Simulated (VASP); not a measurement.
# Sc (Pm-3m) in VASP: a series of runs

Sc is run at these levels: PBE; tasks: single point.

All numbers are computed with VASP 6.6.1; they aren't measurements. Logs are shortened: lines on timing, memory, paths and dates and some standing lists are left out, and cuts for length are marked.

## Step 1: The cell of the first run

The structure is cubic, space group Pm-3m (No. 221). Conventional cell: a = 2.637 Å, b = 2.637 Å, c = 2.637 Å, α = 90.00°, β = 90.00°, γ = 90.00°. Within 3.5 Å of Sc (site symmetry m-3m) lie 6 Sc at 2.64 Å.

This isn't the form of Sc at room conditions, which is hcp.

## Step 2: Single point, PBE (18.35 Å³/atom)

INCAR reads:

```
SYSTEM = Sc
  PREC = Accurate
  ENCUT = 520
  EDIFF = 1E-6
  ISMEAR = -1
  SIGMA = 0.08
  LREAL = .False.
  LASPH = .True.
  NELM = 80
  ALGO = Normal
  ISIF = 2
  LWAVE = .False.
  LCHARG = .True.
  GGA = PE
  LELF = .True.
  LVHAR = .True.
  NBANDS = 12
```

KPOINTS reads:

```
Automatic mesh
0
Gamma
  13 13 13
  0 0 0
```

POSCAR reads:

```
Sc
1.0
    2.6374688244      0.0000000000      0.0000000000
    0.0000000000      2.6374688244      0.0000000000
    0.0000000000      0.0000000000      2.6374688244
Sc
1
Direct
    0.0000000000      0.0000000000      0.0000000000
```

Potentials or basis: VASP PAW PBE potentials, release 64 (Sc_sv).

Launch:

```
$ cat potpaw_PBE.64/Sc_sv/POTCAR > POTCAR
$ mpirun -np 1 vasp_std > vasp.out
```

OUTCAR:

```text
SYSTEM = Sc
   PREC = Accurate
   ENCUT = 520
   EDIFF = 1E-6
   ISMEAR = -1
   LREAL = .False.
   LASPH = .True.
   NELM = 80
   ISIF = 2
   GGA = PE

 ion  position               nearest neighbor table
   1  0.000  0.000  0.000-

  LATTYP: Found a simple cubic cell.
 ALAT       =     2.6374688244

  Lattice vectors:

 A1 = (   2.6374688244,   0.0000000000,   0.0000000000)
 A2 = (   0.0000000000,   2.6374688244,   0.0000000000)
 A3 = (   0.0000000000,   0.0000000000,   2.6374688244)

Analysis of symmetry for initial positions (statically):
=====================================================================
 Subroutine PRICEL returns:
 Original cell was already a primitive cell.

 Routine SETGRP: Setting up the symmetry group for a
 simple cubic supercell.

 Subroutine GETGRP returns: Found 48 space group operations
 (whereof 48 operations were pure point group operations)
 out of a pool of 48 trial point group operations.

The static configuration has the point symmetry O_h .

Analysis of symmetry for dynamics (positions and initial velocities):
=====================================================================
 Subroutine PRICEL returns:
 Original cell was already a primitive cell.

 Routine SETGRP: Setting up the symmetry group for a
 simple cubic supercell.

 Subroutine GETGRP returns: Found 48 space group operations
 (whereof 48 operations were pure point group operations)
 out of a pool of 48 trial point group operations.

The dynamic configuration has the point symmetry O_h .

 Subroutine INISYM returns: Found 48 space group operations
 (whereof 48 operations are pure point group operations),
 and found     1 'primitive' translations

----------------------------------------------------------------------------------------

                                     Primitive cell

  volume of cell :      18.3469

  direct lattice vectors                    reciprocal lattice vectors
     2.637468824  0.000000000  0.000000000     0.379151401  0.000000000  0.000000000
     0.000000000  2.637468824  0.000000000     0.000000000  0.379151401  0.000000000
     0.000000000  0.000000000  2.637468824     0.000000000  0.000000000  0.379151401

  length of vectors
     2.637468824  2.637468824  2.637468824     0.379151401  0.379151401  0.379151401

  position of ions in fractional coordinates (direct lattice)
     0.000000000  0.000000000  0.000000000

  ion indices of the primitive-cell ions
   primitive index   ion index
                 1           1

----------------------------------------------------------------------------------------

 KPOINTS: Automatic mesh

Automatic generation of k-mesh.
 Grid dimensions read from file:
 generate k-points for:   13   13   13

 Generating k-lattice:

  Cartesian coordinates                     Fractional coordinates (reciprocal lattice)
     0.029165492  0.000000000  0.000000000     0.076923077  0.000000000  0.000000000
     0.000000000  0.029165492  0.000000000     0.000000000  0.076923077  0.000000000
     0.000000000  0.000000000  0.029165492     0.000000000  0.000000000  0.076923077

  Length of vectors
     0.029165492  0.029165492  0.029165492

  Shift w.r.t. Gamma in fractional coordinates (k-lattice)
     0.000000000  0.000000000  0.000000000

 Subroutine IBZKPT returns following result:
 ===========================================

 Found     84 irreducible k-points:

 Following reciprocal coordinates:
            Coordinates               Weight
  0.000000  0.000000  0.000000      1.000000
  0.076923  0.000000  0.000000      6.000000
  0.153846  0.000000  0.000000      6.000000
  0.230769  0.000000  0.000000      6.000000
  0.307692  0.000000  0.000000      6.000000
  0.384615  0.000000  0.000000      6.000000
[... 16 lines left out ...]
  0.307692  0.307692  0.000000     12.000000
  0.384615  0.307692  0.000000     24.000000
 [... further k-points ...]
   k-points           NKPTS =     84   k-points in BZ     NKDIM =     84   number of bands    NBANDS=     12
   number of dos      NEDOS =    301   number of ions     NIONS =      1
   total plane-waves  NPLWV =   8000
   dimension x,y,z NGX =    20 NGY =   20 NGZ =   20
   dimension x,y,z NGXF=    40 NGYF=   40 NGZF=   40
   ions per type =               1
   NGX,Y,Z   is equivalent  to a cutoff of  12.61, 12.61, 12.61 a.u.
   NGXF,Y,Z  is equivalent  to a cutoff of  25.21, 25.21, 25.21 a.u.
 SYSTEM =  Sc
   PREC   = accura    normal or accurate (medium, high low for compatibility)
   ISTART =      0    job   : 0-new  1-cont  2-samecut
   ICHARG =      2    charge: 1-file 2-atom 10-const
   ISPIN  =      1    spin polarized calculation?
   LNONCOLLINEAR =      F non collinear calculations
   LSORBIT =      F    spin-orbit coupling
   LASPH  =      T    aspherical Exc in radial PAW
   ENCUT  =  520.0 eV  38.22 Ry    6.18 a.u.   4.90  4.90  4.90*2*pi/ulx,y,z
   NELM   =     80;   NELMIN=  2; NELMDL= -5     # of ELM steps
   EDIFF  = 0.1E-05   stopping-criterion for ELM
   LREAL  =      F    real-space projection
   EDIFFG = 0.1E-04   stopping-criterion for IOM
   NSW    =      0    number of steps for IOM
   IBRION =     -1    ionic relax: 0-MD 1-quasi-New 2-CG
   NFREE  =      0    steps in history (QN), initial steepest desc. (CG)
   ISIF   =      2    stress and relaxation
   ISYM   =      2    0-nonsym 1-usesym 2-fastsym
   POTIM  = 0.5000    time-step for ionic-motion
   TEBEG  =    0.0;   TEEND  =   0.0 temperature during run
   PSTRESS=    0.0 pullay stress
   NELECT =      11.0000    total number of electrons
   NUPDOWN=      -1.0000    fix difference up-down
   EMIN   =  10.00;   EMAX   =-10.00  energy-range for DOS
   EFERMI =   0.00;   METHOD = LEGACY
   ISMEAR =    -1;   SIGMA  =   0.08  broadening in eV -4-tet -1-fermi 0-gaus
   EFERMI_NEDOS =   21; number of points for ismear=-14 and -15
   IALGO  =     38    algorithm
   IMIX   =      4    mixing-type and parameters
     AMIX     =   0.40;   BMIX     =  1.00
     AMIX_MAG =   1.60;   BMIX_MAG =  1.00
  volume/ion in A,a.u.               =      18.35       123.81
  Fermi-wavevector in a.u.,A,eV,Ry     =   1.380443  2.608658 25.927563  1.905622
  Thomas-Fermi vector in A             =   2.505319
   LORBIT       =      0    0 simple, 1 ext, 2 COOP (PROOUT), +10 PAW based schemes
   GGA     = PE    functional components
   LHFCALC =     F    Hartree Fock is set to
   AEXX    =    0.0000 exact exchange contribution
   IVDW    =     0    specifies the selected vdW correction
   LEPSILON=     F    determine dielectric tensor
   LRPA    =     F    only Hartree local field effects (RPA)
 non-spin polarized calculation
  energy-cutoff  :      520.00
  volume of cell :       18.35
 maximum number of plane-waves:       505
 NGX is ok and might be reduce to    20
   NGX =  9   NGY =  9   NGZ =  9

 number of electron      11.0000004 magnetization

 Free energy of the ion-electron system (eV)
  ---------------------------------------------------
  ext. energy  EPLUGINS =         0.00000000
  ---------------------------------------------------
  free energy    TOTEN  =        -5.09574421 eV

  energy without entropy =       -5.05131387  energy(sigma->0) =       -5.07352904

 E-fermi :   5.7611     XC(G=0): -11.0595

 val. band max:        5.7405094075   @ k =   0.1538   0.1538   0.0769
 cond. band min:       5.7722040401   @ k =   0.3846   0.2308   0.0769
 fundamental gap:      0.0316946327
 Fermi energy:         5.7611314296

 k-point     1 :       0.0000    0.0000    0.0000
  band No.  band energies     occupation
      1     -43.4304      2.00000
      2     -21.3276      2.00000
      3     -21.3276      2.00000
      4     -21.3276      2.00000
      5       0.2762      2.00000
      6       4.7798      1.99999
      7       4.7798      1.99999
      8      11.1635      0.00000
      9      11.1635      0.00000
     10      11.1635      0.00000
     11      21.6114      0.00000
     12      21.6114      0.00000

 k-point     2 :       0.0769    0.0000    0.0000
  band No.  band energies     occupation
      1     -43.4175      2.00000
      2     -21.4163      2.00000
      3     -21.3200      2.00000
      4     -21.3200      2.00000
      5       0.4422      2.00000
      6       4.8265      1.99998
      7       4.9205      1.99995
      8      10.9823      0.00000
      9      10.9823      0.00000
     10      11.1765      0.00000
     11      20.5564      0.00000
     12      21.8952      0.00000

 k-point     3 :       0.1538    0.0000    0.0000
  band No.  band energies     occupation
      1     -43.3817      2.00000
      2     -21.6572      2.00000
      3     -21.2991      2.00000
      4     -21.2991      2.00000
      5       0.9117      2.00000
      6       4.9589      1.99991
      7       5.3073      1.99315
      8      10.5168      0.00000
      9      10.5168      0.00000
     10      11.2125      0.00000
     11      18.6660      0.00000
     12      22.6725      0.00000
[... 286 lines left out ...]
 k-point    23 :       0.3077    0.3077    0.0000
  band No.  band energies     occupation
      1     -43.1272      2.00000
      2     -22.2042      2.00000
      3     -22.1537      2.00000
      4     -21.1524      2.00000
      5       3.5231      2.00000
      6       5.6271      1.68459
      7       8.0916      0.00000
      8       8.8633      0.00000
      9       9.5926      0.00000
     10       9.8394      0.00000
     11      15.9819      0.00000
     12      18.9047      0.00000

 k-point    24 :       0.3846    0.3077    0.0000
  band No.  band energies     occupation
      1     -43.0830      2.00000
      2     -22.4364      2.00000
      3     -22.1357      2.00000
      4     -21.1273      2.00000
      5       3.5813      2.00000
      6       5.6981      1.37449
      7       8.4416      0.00000
      8       9.3084      0.00000
      9       9.6437      0.00000
     10       9.8322      0.00000
     11      15.0278      0.00000
     12      19.2136      0.00000

 [... further k-points ...]
[... 5 lines left out ...]
  --------------------------------------------------------------------------------------
  -------------------------------------------------------------------------------------
  Total        2.4452370      2.4452370      2.4452370      0.0000000      0.0000000      0.0000000
  in kB      213.5352281    213.5352281    213.5352281      0.0000000      0.0000000      0.0000000
  external PRESSURE =     213.5352281 kB  Pullay stress =       0.0000000 kB

 VOLUME and BASIS-vectors are now :
 -----------------------------------------------------------------------------
  energy-cutoff  :      520.00
  volume of cell :       18.35
      direct lattice vectors                 reciprocal lattice vectors
     2.637468824  0.000000000  0.000000000     0.379151401  0.000000000  0.000000000
     0.000000000  2.637468824  0.000000000     0.000000000  0.379151401  0.000000000
     0.000000000  0.000000000  2.637468824     0.000000000  0.000000000  0.379151401

 POSITION                                       TOTAL-FORCE (eV/Angst)
 -----------------------------------------------------------------------------------
      0.00000      0.00000      0.00000         0.000000      0.000000      0.000000
 -----------------------------------------------------------------------------------
    total drift:                                0.000000      0.000000      0.000000

  FREE ENERGIE OF THE ION-ELECTRON SYSTEM (eV)
  ---------------------------------------------------
  free  energy   TOTEN  =        -5.0957442102 eV

  energy  without entropy=       -5.0513138695  energy(sigma->0) =       -5.07352904
```

It took 17 s on 1 thread of Intel Xeon 8259CL, shared host; peak memory 0.13 GiB.

Results:

```
Free energy            : -5.0957 eV
Pressure               : 21.4 GPa
Band gap on the k mesh : zero (an odd number of electrons rules out a gap without spin polarisation)
```

Caveat: the cell stands under pressure.

## Step 3: Single point, PBE (18.35 Å³/atom)

INCAR reads:

```
ALGO = Normal
EDIFF = 1E-6
ENCUT = 520
GGA = PE
ISIF = 2
ISMEAR = -1
LASPH = T
LCHARG = F
LREAL = F
LWAVE = F
NBANDS = 12
NELM = 60
PREC = Accurate
SIGMA = 0.08
```

KPOINTS reads:

```
k-points
0
Gamma
  13 13 13
```

POSCAR is that of step 2.

Potentials or basis: VASP PAW PBE potentials, release 64 (Sc_sv).

Launch:

```
$ cat potpaw_PBE.64/Sc_sv/POTCAR > POTCAR
$ mpirun -np 1 vasp_std > vasp.out
```

Run time: 14 s. Hardware: 1 thread of Intel Xeon 8259CL, shared host; peak memory 0.13 GiB.

It converged, with:

| Item | Value |
| --- | --- |
| Free energy | -5.0957 eV |
| Pressure | 21.4 GPa |
| Band gap on the k mesh | zero (an odd number of electrons rules out a gap without spin polarisation) |

Levels at points of the mesh, in eV from the Fermi level:
```
           k point  band 3  band 4  band 5  band 6  band 7  band 8
(0.00, 0.00, 0.00)  -27.09  -27.09   -5.48   -0.98   -0.98    5.40
```

Caveat: the cell stands under pressure.

## Step 4: Single point, PBE (20.97 Å³/atom)

This run uses another cell than the first one, of 20.97 Å³/atom.

INCAR reads:

```
  PREC = Accurate
  ENCUT = 520
  EDIFF = 1E-7
  ISMEAR = -1
  SIGMA = 0.08
  LREAL = False
  LASPH = True
  NELM = 60
  ALGO = Normal
  ISIF = 2
  LWAVE = False
  LCHARG = False
  GGA = PE
  NBANDS = 12
```

KPOINTS reads:

```
Automatic mesh
0
Gamma
  13 13 13
```

POSCAR reads:

```
Sc
1.0
    2.7575156369      0.0000000000      0.0000000000
    0.0000000000      2.7575156369      0.0000000000
    0.0000000000      0.0000000000      2.7575156369
Sc
1
Direct
    0.0000000000      0.0000000000      0.0000000000
```

Launch:

```
$ cat potpaw_PBE.64/Sc_sv/POTCAR > POTCAR
$ mpirun -np 1 vasp_std > vasp.out
```

Wall time 26 s (1 thread of Intel Xeon 8259CL, shared host); peak memory 0.15 GiB.

It converged, with:

```yaml
Free_energy: -5.3557 eV
Pressure: 11.0 GPa
Band_gap_on_the_k_mesh: zero (an odd number of electrons rules out a gap without spin polarisation)
```

Levels at points of the mesh, in eV from the Fermi level:
```tsv
k point	band 3	band 4	band 5	band 6	band 7	band 8
(0.00, 0.00, 0.00)	-27.48	-27.48	-5.37	-0.77	-0.77	4.73
```

Caveat: the cell stands under pressure.

## Step 5: Single point, PBE (20.97 Å³/atom)

This run uses another cell than the first one, of 20.97 Å³/atom.

INCAR reads:

```
SYSTEM = Sc
ALGO = Normal
EDIFF = 1E-6
ENCUT = 520
GGA = PE
ISIF = 2
ISMEAR = -1
LASPH = .True.
LCHARG = .False.
LREAL = .False.
LWAVE = .False.
NBANDS = 12
NELM = 60
PREC = Accurate
SIGMA = 0.08
```

KPOINTS reads:

```
k-points
0
Gamma
  13 13 13
  0 0 0
```

POSCAR is that of step 4.

Launch:

```
$ cat potpaw_PBE.64/Sc_sv/POTCAR > POTCAR
$ mpirun -np 1 vasp_std > vasp.out
```

Run time: 15 s. Hardware: 1 thread of Intel Xeon 8259CL, shared host; peak memory 0.15 GiB.

The run converged. Its results:

```yaml
Free_energy: -5.3557 eV
Pressure: 11.0 GPa
Band_gap_on_the_k_mesh: zero (an odd number of electrons rules out a gap without spin polarisation)
```

Levels at points of the mesh, in eV from the Fermi level:
```tsv
k point	band 1	band 2	band 3	band 4	band 5	band 6	band 7	band 8	band 9	band 10
(0.00, 0.00, 0.00)	-49.34	-27.48	-27.48	-27.48	-5.37	-0.76	-0.76	4.73	4.73	4.73
```

Caveat: the cell stands under pressure.

## Step 6: Single point, PBE (23.59 Å³/atom)

This run uses another cell than the first one, of 23.59 Å³/atom.

INCAR reads:

```
SYSTEM = Sc
  PREC = Accurate
  ENCUT = 520
  EDIFF = 1E-7
  ISMEAR = -1
  SIGMA = 0.08
  LREAL = .FALSE.
  LASPH = .TRUE.
  NELM = 60
  ALGO = Normal
  ISIF = 2
  LWAVE = .FALSE.
  LCHARG = .FALSE.
  GGA = PE
  NBANDS = 12
```

KPOINTS reads:

```
Automatic mesh
0
G
  13 13 13
  0 0 0
```

POSCAR reads:

```
Sc
1.0
    2.8679318341      0.0000000000      0.0000000000
    0.0000000000      2.8679318341      0.0000000000
    0.0000000000      0.0000000000      2.8679318341
Sc
1
Direct
    0.0000000000      0.0000000000      0.0000000000
```

Potentials or basis: VASP PAW PBE potentials, release 64 (Sc_sv).

Launch:

```
$ cat potpaw_PBE.64/Sc_sv/POTCAR > POTCAR
$ mpirun -np 1 vasp_std > vasp.out
```

Run time: 23 s. Hardware: 1 thread of Intel Xeon 8259CL, shared host; peak memory 0.15 GiB.

It converged, with:

- Free energy: -5.4787 eV
- Pressure: 4.4 GPa
- Band gap on the k mesh: zero (an odd number of electrons rules out a gap without spin polarisation)

Levels at points of the mesh, in eV from the Fermi level:
```
           k point  band 3  band 4  band 5  band 6  band 7  band 8  band 9  band 10
(0.00, 0.00, 0.00)  -27.80  -27.80   -5.20   -0.61   -0.61    4.18    4.18     4.18
```

Caveat: the cell stands under pressure.

## Step 7: Summary

```tsv
cell	gap on the mesh (eV)	pressure (GPa)
a = 2.637 Å, 1 atom	none	21.4
a = 2.758 Å, 1 atom	none	11.0
a = 2.868 Å, 1 atom	none	4.4
```

Alike in all rows: task single point; level PBE; potentials or basis VASP PAW PBE potentials, release 64 (Sc_sv); no spin polarisation; k mesh 13 × 13 × 13; cutoff (eV) 520; smearing fermi-dirac 0.08 eV.

Caveats: the cell stands under pressure.

Total energies depend on the potentials used, so only differences within one code and one set of settings carry meaning.
